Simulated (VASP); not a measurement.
# AgRh (P-6m2) in VASP: notebook

Runs on AgRh. Level: PBE. Tasks: single point.

All numbers are computed with VASP 6.6.1; they aren't measurements. Logs are shortened: lines on timing, memory, paths and dates and some standing lists are left out, and cuts for length are marked.

**1. The cell of the first run**

It takes space group P-6m2 (No. 187, hexagonal). Conventional cell: a = 2.641 Å, b = 2.641 Å, c = 4.573 Å, α = 90.00°, β = 90.00°, γ = 120.00°. Ag (site symmetry -6m2) has 6 Ag at 2.64 Å and 6 Rh at 2.75 Å within 3.5 Å. Within 3.5 Å of Rh (site symmetry -6m2) lie 6 Rh at 2.64 Å and 6 Ag at 2.75 Å.

**2. Single point, PBE (volume scaled by 0.86)**

Contents of INCAR:

```
ALGO = Normal
EDIFF = 1E-6
ENCUT = 520
GGA = PE
ISIF = 2
ISMEAR = -1
LASPH = T
LCHARG = F
LREAL = F
LWAVE = F
NBANDS = 20
NELM = 60
PREC = Accurate
SIGMA = 0.05
```

Contents of KPOINTS:

```
k-points
0
Gamma
  14 14 7
```

Contents of POSCAR:

```
AgRh
1.0
    2.6413989987      0.0000000000      0.0000000000
   -1.3206994994      2.2875186344      0.0000000000
    0.0000000000      0.0000000000      4.5728292297
Ag Rh
1 1
Direct
    0.0000000000      0.0000000000      0.5000000000
    0.6666666667      0.3333333333      0.0000000000
```

Potentials or basis: VASP PAW PBE potentials, release 64 (Ag, Rh_pv).

Launch:

```console
> cat potpaw_PBE.64/Ag/POTCAR potpaw_PBE.64/Rh_pv/POTCAR > POTCAR
> mpirun -np 1 vasp_std > vasp.out
```

OUTCAR:

```text
EDIFF = 1E-6
   ENCUT = 520
   GGA = PE
   ISIF = 2
   ISMEAR = -1
   LASPH = T
   LREAL = F
   NELM = 60
   PREC = Accurate

 ion  position               nearest neighbor table
   1  0.000  0.000  0.500-   2 2.75   2 2.75   2 2.75   2 2.75   2 2.75   2 2.75
   2  0.667  0.333  0.000-   1 2.75   1 2.75   1 2.75   1 2.75   1 2.75   1 2.75

  LATTYP: Found a hexagonal cell.
 ALAT       =     2.6413989987
 C/A-ratio  =     1.7312148721

  Lattice vectors:

 A1 = (   2.6413989987,   0.0000000000,   0.0000000000)
 A2 = (  -1.3206994994,   2.2875186344,   0.0000000000)
 A3 = (   0.0000000000,   0.0000000000,   4.5728292297)

Analysis of symmetry for initial positions (statically):
=====================================================================
 Subroutine PRICEL returns:
 Original cell was already a primitive cell.

 Routine SETGRP: Setting up the symmetry group for a
 hexagonal supercell.

 Subroutine GETGRP returns: Found 12 space group operations
 (whereof 12 operations were pure point group operations)
 out of a pool of 24 trial point group operations.

The static configuration has the point symmetry D_3h.

Analysis of symmetry for dynamics (positions and initial velocities):
=====================================================================
 Subroutine PRICEL returns:
 Original cell was already a primitive cell.

 Routine SETGRP: Setting up the symmetry group for a
 hexagonal supercell.

 Subroutine GETGRP returns: Found 12 space group operations
 (whereof 12 operations were pure point group operations)
 out of a pool of 24 trial point group operations.

The dynamic configuration has the point symmetry D_3h.

 Subroutine INISYM returns: Found 12 space group operations
 (whereof 12 operations are pure point group operations),
 and found     1 'primitive' translations

----------------------------------------------------------------------------------------

                                     Primitive cell

  volume of cell :      27.6302

  direct lattice vectors                    reciprocal lattice vectors
     2.641398999  0.000000000  0.000000000     0.378587256  0.218577454  0.000000000
    -1.320699499  2.287518634  0.000000000     0.000000000  0.437154909  0.000000000
     0.000000000  0.000000000  4.572829230     0.000000000  0.000000000  0.218682997

  length of vectors
     2.641398999  2.641398999  4.572829230     0.437154909  0.437154909  0.218682997

  position of ions in fractional coordinates (direct lattice)
     0.000000000  0.000000000  0.500000000
     0.666666667  0.333333333  0.000000000

  ion indices of the primitive-cell ions
   primitive index   ion index
                 1           1
                 2           2

----------------------------------------------------------------------------------------

 KPOINTS: k-points

Automatic generation of k-mesh.
 Grid dimensions read from file:
 generate k-points for:   14   14    7

 Generating k-lattice:

  Cartesian coordinates                     Fractional coordinates (reciprocal lattice)
     0.027041947  0.015612675  0.000000000     0.071428571  0.000000000  0.000000000
     0.000000000  0.031225351  0.000000000     0.000000000  0.071428571  0.000000000
     0.000000000  0.000000000  0.031240428     0.000000000  0.000000000  0.142857143

  Length of vectors
     0.031225351  0.031225351  0.031240428

  Shift w.r.t. Gamma in fractional coordinates (k-lattice)
     0.000000000  0.000000000  0.000000000

 Subroutine IBZKPT returns following result:
 ===========================================

 Found     96 irreducible k-points:

 Following reciprocal coordinates:
            Coordinates               Weight
  0.000000  0.000000  0.000000      1.000000
  0.071429  0.000000  0.000000      6.000000
  0.142857  0.000000  0.000000      6.000000
  0.214286  0.000000  0.000000      6.000000
  0.285714  0.000000  0.000000      6.000000
  0.357143  0.000000  0.000000      6.000000
[... 16 lines left out ...]
  0.285714  0.285714  0.000000      6.000000
  0.357143  0.285714  0.000000      6.000000
 [... further k-points ...]
   k-points           NKPTS =     96   k-points in BZ     NKDIM =     96   number of bands    NBANDS=     20
   number of dos      NEDOS =    301   number of ions     NIONS =      2
   total plane-waves  NPLWV =  14400
   dimension x,y,z NGX =    20 NGY =   20 NGZ =   36
   dimension x,y,z NGXF=    40 NGYF=   40 NGZF=   72
   ions per type =               1   1
   NGX,Y,Z   is equivalent  to a cutoff of  12.59, 12.59, 13.09 a.u.
   NGXF,Y,Z  is equivalent  to a cutoff of  25.18, 25.18, 26.18 a.u.
 SYSTEM =  unknown system
   PREC   = accura    normal or accurate (medium, high low for compatibility)
   ISTART =      0    job   : 0-new  1-cont  2-samecut
   ICHARG =      2    charge: 1-file 2-atom 10-const
   ISPIN  =      1    spin polarized calculation?
   LNONCOLLINEAR =      F non collinear calculations
   LSORBIT =      F    spin-orbit coupling
   LASPH  =      T    aspherical Exc in radial PAW
   ENCUT  =  520.0 eV  38.22 Ry    6.18 a.u.   4.91  4.91  8.50*2*pi/ulx,y,z
   NELM   =     60;   NELMIN=  2; NELMDL= -5     # of ELM steps
   EDIFF  = 0.1E-05   stopping-criterion for ELM
   LREAL  =      F    real-space projection
   EDIFFG = 0.1E-04   stopping-criterion for IOM
   NSW    =      0    number of steps for IOM
   IBRION =     -1    ionic relax: 0-MD 1-quasi-New 2-CG
   NFREE  =      0    steps in history (QN), initial steepest desc. (CG)
   ISIF   =      2    stress and relaxation
   ISYM   =      2    0-nonsym 1-usesym 2-fastsym
   POTIM  = 0.5000    time-step for ionic-motion
   TEBEG  =    0.0;   TEEND  =   0.0 temperature during run
   PSTRESS=    0.0 pullay stress
   NELECT =      26.0000    total number of electrons
   NUPDOWN=      -1.0000    fix difference up-down
   EMIN   =  10.00;   EMAX   =-10.00  energy-range for DOS
   EFERMI =   0.00;   METHOD = LEGACY
   ISMEAR =    -1;   SIGMA  =   0.05  broadening in eV -4-tet -1-fermi 0-gaus
   EFERMI_NEDOS =   21; number of points for ismear=-14 and -15
   IALGO  =     38    algorithm
   IMIX   =      4    mixing-type and parameters
     AMIX     =   0.40;   BMIX     =  1.00
     AMIX_MAG =   1.60;   BMIX_MAG =  1.00
  volume/ion in A,a.u.               =      13.82        93.23
  Fermi-wavevector in a.u.,A,eV,Ry     =   1.604248  3.031588 35.016096  2.573610
  Thomas-Fermi vector in A             =   2.700782
   LORBIT       =      0    0 simple, 1 ext, 2 COOP (PROOUT), +10 PAW based schemes
   GGA     = PE    functional components
   LHFCALC =     F    Hartree Fock is set to
   AEXX    =    0.0000 exact exchange contribution
   IVDW    =     0    specifies the selected vdW correction
   LEPSILON=     F    determine dielectric tensor
   LRPA    =     F    only Hartree local field effects (RPA)
 non-spin polarized calculation
  energy-cutoff  :      520.00
  volume of cell :       27.63
 maximum number of plane-waves:       763
 NGX is ok and might be reduce to    20
   NGX =  9   NGY =  9   NGZ = 17

 number of electron      25.9999994 magnetization

 Free energy of the ion-electron system (eV)
  ---------------------------------------------------
  ext. energy  EPLUGINS =         0.00000000
  ---------------------------------------------------
  free energy    TOTEN  =        -9.12262315 eV

  energy without entropy =       -9.10105219  energy(sigma->0) =       -9.11183767

 E-fermi :  11.3069     XC(G=0): -13.7380

 val. band max:       11.3060970314   @ k =   0.1429   0.0714   0.1429
 cond. band min:      11.3118635046   @ k =   0.2857   0.0000   0.0000
 fundamental gap:      0.0057664732
 Fermi energy:        11.3069309247

 k-point     1 :       0.0000    0.0000    0.0000
  band No.  band energies     occupation
      1     -34.6598      2.00000
      2     -34.5133      2.00000
      3     -34.5133      2.00000
      4       2.9784      2.00000
      5       4.5122      2.00000
      6       6.3620      2.00000
[... 12 lines left out ...]
     19      30.5666      0.00000
     20      32.7170      0.00000

 k-point     2 :       0.0714    0.0000    0.0000
  band No.  band energies     occupation
      1     -34.6551      2.00000
      2     -34.5477      2.00000
      3     -34.5214      2.00000
      4       3.1627      2.00000
      5       4.6307      2.00000
      6       6.2703      2.00000
[... 12 lines left out ...]
     19      30.6015      0.00000
     20      32.7418      0.00000

 k-point     3 :       0.1429    0.0000    0.0000
  band No.  band energies     occupation
      1     -34.6433      2.00000
      2     -34.6419      2.00000
      3     -34.5440      2.00000
      4       3.6789      2.00000
      5       4.9276      2.00000
      6       6.0867      2.00000
[... 12 lines left out ...]
     19      30.3260      0.00000
     20      31.4740      0.00000

 k-point     4 :       0.2143    0.0000    0.0000
  band No.  band energies     occupation
      1     -34.7799      2.00000
      2     -34.6228      2.00000
      3     -34.5765      2.00000
      4       4.3445      2.00000
      5       5.1961      2.00000
      6       6.1190      2.00000
[... 12 lines left out ...]
     19      29.6346      0.00000
     20      30.7282      0.00000

 k-point     5 :       0.2857    0.0000    0.0000
  band No.  band energies     occupation
      1     -34.9294      2.00000
      2     -34.6124      2.00000
      3     -34.6015      2.00000
      4       4.5906      2.00000
      5       5.4517      2.00000
      6       5.8450      2.00000
[... 12 lines left out ...]
     19      28.0521      0.00000
     20      30.5006      0.00000
[... 353 lines left out ...]
      6       6.1446      2.00000
[... 12 lines left out ...]
     19      26.6283      0.00000
     20      27.5022      0.00000

 k-point    22 :       0.3571    0.2143    0.0000
  band No.  band energies     occupation
      1     -35.0929      2.00000
      2     -34.8351      2.00000
      3     -34.5568      2.00000
      4       5.1397      2.00000
      5       5.2001      2.00000
      6       6.2223      2.00000
[... 12 lines left out ...]
     19      25.4992      0.00000
     20      25.5756      0.00000

 k-point    23 :       0.2857    0.2857    0.0000
  band No.  band energies     occupation
      1     -35.0552      2.00000
      2     -34.8830      2.00000
      3     -34.5558      2.00000
      4       5.2725      2.00000
      5       5.5363      2.00000
      6       6.2348      2.00000
[... 12 lines left out ...]
     19      26.3441      0.00000
     20      26.5307      0.00000

 k-point    24 :       0.3571    0.2857    0.0000
  band No.  band energies     occupation
      1     -35.0329      2.00000
      2     -34.9311      2.00000
      3     -34.5528      2.00000
      4       5.2716      2.00000
      5       5.6531      2.00000
      6       6.2274      2.00000
[... 12 lines left out ...]
     19      25.2835      0.00000
     20      25.3714      0.00000

 [... further k-points ...]
[... 5 lines left out ...]
  --------------------------------------------------------------------------------------
  -------------------------------------------------------------------------------------
  Total        5.6399599      5.6399599      4.5446917     -0.0000000      0.0000000     -0.0000000
  in kB      327.0415767    327.0415767    263.5307991     -0.0000000      0.0000000     -0.0000000
  external PRESSURE =     305.8713175 kB  Pullay stress =       0.0000000 kB

 VOLUME and BASIS-vectors are now :
 -----------------------------------------------------------------------------
  energy-cutoff  :      520.00
  volume of cell :       27.63
      direct lattice vectors                 reciprocal lattice vectors
     2.641398999  0.000000000  0.000000000     0.378587256  0.218577454  0.000000000
    -1.320699499  2.287518634  0.000000000     0.000000000  0.437154909  0.000000000
     0.000000000  0.000000000  4.572829230     0.000000000  0.000000000  0.218682997

 POSITION                                       TOTAL-FORCE (eV/Angst)
 -----------------------------------------------------------------------------------
      0.00000      0.00000      2.28641         0.000000     -0.000000      0.000000
      1.32070      0.76251      0.00000        -0.000000      0.000000      0.000000
 -----------------------------------------------------------------------------------
    total drift:                               -0.000000      0.000000      0.000000

  FREE ENERGIE OF THE ION-ELECTRON SYSTEM (eV)
  ---------------------------------------------------
  free  energy   TOTEN  =        -9.1226231494 eV

  energy  without entropy=       -9.1010521908  energy(sigma->0) =       -9.11183767
```

It took 19 s on 1 thread of Intel Xeon 6975P-C (Granite Rapids), shared host; peak memory 0.18 GiB.

What came out:

- Free energy: -9.1226 eV
- Pressure: 30.6 GPa
- Band gap on the k mesh: zero (band 13 reaches 12.74 eV, above the bottom of band 14 at 11.05 eV)

Stress tensor (GPa, compression positive):
```
32.70  0.00  0.00
 0.00 32.70  0.00
 0.00  0.00 26.35
```

Levels at points of the mesh, in eV from the Fermi level:
```
           k point  band 10  band 11  band 12  band 13  band 14  band 15  band 16  band 17
(0.00, 0.00, 0.00)    -3.45    -2.27    -2.27    -0.21     0.14     0.14     6.46    16.86
(0.50, 0.00, 0.00)    -2.27    -2.10    -0.09     1.43     2.12     4.61     9.48     9.49
```

(Part 1 of 2 ends here.)
